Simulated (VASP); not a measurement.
# WAu: single point with PBE

Crystal: WAu.

```
CELL_PARAMETERS angstrom
0.00000 2.74798 2.74798
2.74798 0.00000 2.74798
2.74798 2.74798 0.00000
ATOMIC_POSITIONS crystal
W 0.00000 0.00000 0.00000
Au 0.75000 0.75000 0.75000
```

* Program: VASP 6.6.1
* Task: single point
* Functional: PBE
* Potentials or basis: VASP PAW PBE potentials, release 64 (W_sv, Au)
* Cutoff: 520 eV
* k mesh: 8 × 8 × 8
* Occupations: gaussian, width 0.019 eV
* Spin: no spin polarisation

* Pressure: 33.1 GPa

Levels at points of the mesh, in eV from the Fermi level:
| k point | band 10 | band 11 | band 12 | band 13 | band 14 | band 15 | band 16 | band 17 |
| --- | --- | --- | --- | --- | --- | --- | --- | --- |
| (0.00, 0.00, 0.00) | -6.29 | -0.82 | -0.82 | -0.82 | 2.17 | 2.17 | 9.24 | 11.82 |
| (0.50, 0.00, 0.00) | -5.55 | -2.17 | -0.17 | -0.17 | 1.86 | 1.86 | 2.65 | 8.89 |
| (0.50, 0.50, 0.00) | -4.19 | -3.16 | 0.42 | 1.51 | 2.02 | 2.02 | 3.71 | 3.77 |

Wall time 50 s on 1 thread of Intel Xeon 8259CL, on a shared host, peak memory 0.18 GiB.

Caveat: spin-orbit coupling is left out, which moves the levels of the heavy elements.
